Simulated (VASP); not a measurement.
# Cd (Fm-3m) in VASP: single point with PBEsol

Aim: the single point of Cd with PBEsol.

Program: VASP 6.6.1. These are calculated values, not measurements. Logs are shortened: lines on timing, memory, paths and dates and some standing lists are left out, and cuts for length are marked.

**1. The cell of the first run**

It takes space group Fm-3m (No. 225, cubic). The conventional cell has a = 4.501 Å, b = 4.501 Å, c = 4.501 Å, α = 90.00°, β = 90.00°, γ = 90.00°. Within 4.2 Å of Cd (site symmetry m-3m) lie 12 Cd at 3.18 Å.

**2. Single point, PBEsol (Zn replaced by Cd, lengths x 1.108, strained)**

Input file INCAR:

```
ALGO = Normal
EDIFF = 1E-6
ENCUT = 500
GGA = PS
GGA_COMPAT = F
ISIF = 2
ISMEAR = 0
LASPH = T
LCHARG = T
LELF = T
LREAL = F
LVHAR = T
LWAVE = F
NBANDS = 12
NELM = 120
PREC = Accurate
SIGMA = 0.1
```

Input file KPOINTS:

```
k-points
0
Gamma
  8 8 8
```

Input file POSCAR:

```
Cd
1.0
    0.0000000000      2.2504740137      2.2504740137
    2.2504740137      0.0000000000      2.2504740137
    2.2504740137      2.2504740137      0.0000000000
Cd
1
Direct
    0.0000000000      0.0000000000      0.0000000000
```

Potentials or basis: VASP PAW PBE potentials, release 64 (Cd).

Launch:

```console
> cat potpaw_PBE.64/Cd/POTCAR > POTCAR
> mpirun -np 1 vasp_std > vasp.out
```

OUTCAR:

```text
EDIFF = 1E-6
   ENCUT = 500
   GGA = PS
   ISIF = 2
   ISMEAR = 0
   LASPH = T
   LREAL = F
   NELM = 120
   PREC = Accurate

 ion  position               nearest neighbor table
   1  0.000  0.000  0.000-

  LATTYP: Found a face centered cubic cell.
 ALAT       =     4.5009480274

  Lattice vectors:

 A1 = (   0.0000000000,   2.2504740137,   2.2504740137)
 A2 = (   2.2504740137,   0.0000000000,   2.2504740137)
 A3 = (   2.2504740137,   2.2504740137,   0.0000000000)

Analysis of symmetry for initial positions (statically):
[... 5 lines left out ...]
 face centered cubic supercell.

 Subroutine GETGRP returns: Found 48 space group operations
 (whereof 48 operations were pure point group operations)
 out of a pool of 48 trial point group operations.

The static configuration has the point symmetry O_h .

Analysis of symmetry for dynamics (positions and initial velocities):
[... 5 lines left out ...]
 face centered cubic supercell.

 Subroutine GETGRP returns: Found 48 space group operations
 (whereof 48 operations were pure point group operations)
 out of a pool of 48 trial point group operations.

The dynamic configuration has the point symmetry O_h .

 Subroutine INISYM returns: Found 48 space group operations
 (whereof 48 operations are pure point group operations),
 and found     1 'primitive' translations

----------------------------------------------------------------------------------------

                                     Primitive cell

  volume of cell :      22.7957

  direct lattice vectors                    reciprocal lattice vectors
     0.000000000  2.250474014  2.250474014    -0.222175416  0.222175416  0.222175416
     2.250474014  0.000000000  2.250474014     0.222175416 -0.222175416  0.222175416
     2.250474014  2.250474014  0.000000000     0.222175416  0.222175416 -0.222175416

  length of vectors
     3.182650872  3.182650872  3.182650872     0.384819109  0.384819109  0.384819109

  position of ions in fractional coordinates (direct lattice)
     0.000000000  0.000000000  0.000000000

  ion indices of the primitive-cell ions
   primitive index   ion index
                 1           1

----------------------------------------------------------------------------------------

 KPOINTS: k-points

Automatic generation of k-mesh.
 Grid dimensions read from file:
 generate k-points for:    8    8    8

 Generating k-lattice:

  Cartesian coordinates                     Fractional coordinates (reciprocal lattice)
    -0.027771927  0.027771927  0.027771927     0.125000000  0.000000000  0.000000000
     0.027771927 -0.027771927  0.027771927     0.000000000  0.125000000  0.000000000
     0.027771927  0.027771927 -0.027771927     0.000000000  0.000000000  0.125000000

  Length of vectors
     0.048102389  0.048102389  0.048102389

  Shift w.r.t. Gamma in fractional coordinates (k-lattice)
     0.000000000  0.000000000  0.000000000

 Subroutine IBZKPT returns following result:
 ===========================================

 Found     29 irreducible k-points:

 Following reciprocal coordinates:
            Coordinates               Weight
  0.000000  0.000000  0.000000      1.000000
  0.125000  0.000000  0.000000      8.000000
  0.250000  0.000000  0.000000      8.000000
  0.375000  0.000000  0.000000      8.000000
  0.500000  0.000000  0.000000      4.000000
  0.125000  0.125000  0.000000      6.000000
[... 16 lines left out ...]
  0.500000  0.250000  0.125000     48.000000
 -0.375000  0.250000  0.125000     24.000000
 [... further k-points ...]
   k-points           NKPTS =     29   k-points in BZ     NKDIM =     29   number of bands    NBANDS=     12
   number of dos      NEDOS =    301   number of ions     NIONS =      1
   total plane-waves  NPLWV =  13824
   dimension x,y,z NGX =    24 NGY =   24 NGZ =   24
   dimension x,y,z NGXF=    48 NGYF=   48 NGZF=   48
   ions per type =               1
   NGX,Y,Z   is equivalent  to a cutoff of  12.54, 12.54, 12.54 a.u.
   NGXF,Y,Z  is equivalent  to a cutoff of  25.07, 25.07, 25.07 a.u.
 SYSTEM =  unknown system
   PREC   = accura    normal or accurate (medium, high low for compatibility)
   ISTART =      0    job   : 0-new  1-cont  2-samecut
   ICHARG =      2    charge: 1-file 2-atom 10-const
   ISPIN  =      1    spin polarized calculation?
   LNONCOLLINEAR =      F non collinear calculations
   LSORBIT =      F    spin-orbit coupling
   LASPH  =      T    aspherical Exc in radial PAW
   ENCUT  =  500.0 eV  36.75 Ry    6.06 a.u.   5.80  5.80  5.80*2*pi/ulx,y,z
   NELM   =    120;   NELMIN=  2; NELMDL= -5     # of ELM steps
   EDIFF  = 0.1E-05   stopping-criterion for ELM
   LREAL  =      F    real-space projection
   EDIFFG = 0.1E-04   stopping-criterion for IOM
   NSW    =      0    number of steps for IOM
   IBRION =     -1    ionic relax: 0-MD 1-quasi-New 2-CG
   NFREE  =      0    steps in history (QN), initial steepest desc. (CG)
   ISIF   =      2    stress and relaxation
   ISYM   =      2    0-nonsym 1-usesym 2-fastsym
   POTIM  = 0.5000    time-step for ionic-motion
   TEBEG  =    0.0;   TEEND  =   0.0 temperature during run
   PSTRESS=    0.0 pullay stress
   NELECT =      12.0000    total number of electrons
   NUPDOWN=      -1.0000    fix difference up-down
   EMIN   =  10.00;   EMAX   =-10.00  energy-range for DOS
   EFERMI =   0.00;   METHOD = LEGACY
   ISMEAR =     0;   SIGMA  =   0.10  broadening in eV -4-tet -1-fermi 0-gaus
   EFERMI_NEDOS =   21; number of points for ismear=-14 and -15
   IALGO  =     38    algorithm
   IMIX   =      4    mixing-type and parameters
     AMIX     =   0.40;   BMIX     =  1.00
     AMIX_MAG =   1.60;   BMIX_MAG =  1.00
  volume/ion in A,a.u.               =      22.80       153.83
  Fermi-wavevector in a.u.,A,eV,Ry     =   1.321857  2.497948 23.773552  1.747307
  Thomas-Fermi vector in A             =   2.451581
   LORBIT       =      0    0 simple, 1 ext, 2 COOP (PROOUT), +10 PAW based schemes
   GGA     = PS    functional components
   LHFCALC =     F    Hartree Fock is set to
   AEXX    =    0.0000 exact exchange contribution
   IVDW    =     0    specifies the selected vdW correction
   LEPSILON=     F    determine dielectric tensor
   LRPA    =     F    only Hartree local field effects (RPA)
 non-spin polarized calculation
 Gauss-broadening in eV      SIGMA  =   0.10
  energy-cutoff  :      500.00
  volume of cell :       22.80
 maximum number of plane-waves:       604
   NGX = 11   NGY = 11   NGZ = 11

 number of electron      11.9999992 magnetization

 Free energy of the ion-electron system (eV)
  ---------------------------------------------------
  ext. energy  EPLUGINS =         0.00000000
  ---------------------------------------------------
  free energy    TOTEN  =        -1.16294809 eV

  energy without entropy =       -1.15858392  energy(sigma->0) =       -1.16076600

 E-fermi :   2.0115     XC(G=0): -10.9352

 val. band max:        1.9174295041   @ k =  -0.3750   0.3750   0.1250
 cond. band min:       2.0554489882   @ k =   0.5000   0.1250   0.0000
 fundamental gap:      0.1380194841
 Fermi energy:         2.0114580155

 k-point     1 :       0.0000    0.0000    0.0000
  band No.  band energies     occupation
      1      -6.6068      2.00000
      2      -6.6068      2.00000
      3      -6.6068      2.00000
      4      -6.1884      2.00000
      5      -6.1884      2.00000
      6      -6.1563      2.00000
      7      16.0785      0.00000
      8      16.8354      0.00000
      9      16.8354      0.00000
     10      16.8354      0.00000
     11      20.1580      0.00000
     12      20.1580      0.00000

 k-point     2 :       0.1250    0.0000    0.0000
  band No.  band energies     occupation
      1      -6.6581      2.00000
      2      -6.5538      2.00000
      3      -6.5538      2.00000
      4      -6.1960      2.00000
      5      -6.1960      2.00000
      6      -5.7458      2.00000
      7      13.0226      0.00000
      8      16.2405      0.00000
      9      16.2860      0.00000
     10      16.2860      0.00000
     11      20.5446      0.00000
     12      21.1281      0.00000

 k-point     3 :       0.2500    0.0000    0.0000
  band No.  band energies     occupation
      1      -6.8210      2.00000
      2      -6.5149      2.00000
      3      -6.5149      2.00000
      4      -6.1175      2.00000
      5      -6.1175      2.00000
      6      -4.4683      2.00000
      7       8.3842      0.00000
      8      15.4156      0.00000
      9      15.4156      0.00000
     10      15.9825      0.00000
     11      19.9876      0.00000
     12      20.0839      0.00000

 k-point     4 :       0.3750    0.0000    0.0000
  band No.  band energies     occupation
      1      -6.9862      2.00000
      2      -6.5691      2.00000
      3      -6.5691      2.00000
      4      -5.9344      2.00000
      5      -5.9344      2.00000
      6      -2.3630      2.00000
      7       4.1822      0.00000
      8      14.7330      0.00000
      9      14.7330      0.00000
     10      15.4442      0.00000
     11      18.7589      0.00000
     12      18.7589      0.00000

 k-point     5 :       0.5000    0.0000    0.0000
  band No.  band energies     occupation
      1      -7.0535      2.00000
      2      -6.6011      2.00000
      3      -6.6011      2.00000
      4      -5.8453      2.00000
      5      -5.8453      2.00000
      6       0.1669      2.00000
      7       0.9445      2.00000
      8      14.4642      0.00000
      9      14.4642      0.00000
     10      15.1878      0.00000
     11      18.3230      0.00000
     12      18.3230      0.00000
[... 228 lines left out ...]
      1      -7.1928      2.00000
      2      -7.1210      2.00000
      3      -5.8652      2.00000
      4      -5.7573      2.00000
      5      -5.7573      2.00000
      6       1.6243      2.00000
      7       3.5519      0.00000
      8       8.9537      0.00000
      9       8.9537      0.00000
     10      13.0723      0.00000
     11      13.1074      0.00000
     12      28.5510      0.00000

 k-point    22 :       0.3750    0.2500    0.1250
  band No.  band energies     occupation
      1      -6.8110      2.00000
      2      -6.5568      2.00000
      3      -6.4311      2.00000
      4      -6.2235      2.00000
      5      -6.0334      2.00000
      6      -3.3127      2.00000
      7       9.1359      0.00000
      8       9.3468      0.00000
      9      13.2556      0.00000
     10      16.8896      0.00000
     11      16.9509      0.00000
     12      21.1504      0.00000

 k-point    23 :       0.5000    0.2500    0.1250
  band No.  band energies     occupation
      1      -6.8138      2.00000
      2      -6.6535      2.00000
      3      -6.4004      2.00000
      4      -6.1909      2.00000
      5      -5.9368      2.00000
      6      -1.2186      2.00000
      7       5.1292      0.00000
      8       9.0278      0.00000
      9      11.2240      0.00000
     10      16.4121      0.00000
     11      19.1992      0.00000
     12      21.2881      0.00000

 k-point    24 :      -0.3750    0.2500    0.1250
  band No.  band energies     occupation
      1      -6.8105      2.00000
      2      -6.7166      2.00000
      3      -6.3193      2.00000
      4      -6.2466      2.00000
      5      -5.8702      2.00000
      6       1.5997      2.00000
      7       1.6280      2.00000
      8       9.3269      0.00000
      9      10.1477      0.00000
     10      16.1982      0.00000
     11      19.2312      0.00000
     12      24.2202      0.00000

 [... further k-points ...]
[... 5 lines left out ...]
  --------------------------------------------------------------------------------------
  -------------------------------------------------------------------------------------
  Total       -0.5008537     -0.5008537     -0.5008537      0.0000000      0.0000000      0.0000000
  in kB      -35.2021724    -35.2021724    -35.2021724      0.0000000      0.0000000      0.0000000
  external PRESSURE =     -35.2021724 kB  Pullay stress =       0.0000000 kB

 VOLUME and BASIS-vectors are now :
 -----------------------------------------------------------------------------
  energy-cutoff  :      500.00
  volume of cell :       22.80
      direct lattice vectors                 reciprocal lattice vectors
     0.000000000  2.250474014  2.250474014    -0.222175416  0.222175416  0.222175416
     2.250474014  0.000000000  2.250474014     0.222175416 -0.222175416  0.222175416
     2.250474014  2.250474014  0.000000000     0.222175416  0.222175416 -0.222175416

 POSITION                                       TOTAL-FORCE (eV/Angst)
 -----------------------------------------------------------------------------------
      0.00000      0.00000      0.00000         0.000000     -0.000000      0.000000
 -----------------------------------------------------------------------------------
    total drift:                                0.000000      0.000000     -0.000000

  FREE ENERGIE OF THE ION-ELECTRON SYSTEM (eV)
  ---------------------------------------------------
  free  energy   TOTEN  =        -1.1629480867 eV

  energy  without entropy=       -1.1585839164  energy(sigma->0) =       -1.16076600
```

Run time: 9.2 s. Hardware: 1 thread of Intel Xeon 8259CL, shared host; peak memory 0.14 GiB.

What came out:

- Free energy: -1.1629 eV
- Pressure: -3.5 GPa
- Band gap on the k mesh: zero (band 6 reaches 4.18 eV, above the bottom of band 7 at 0.94 eV)

Caveat: the cell differs from its parent crystal (Zn replaced by Cd, lengths x 1.108, strained); the PAW data sets were made with another functional, which shifts forces and pressure a little.
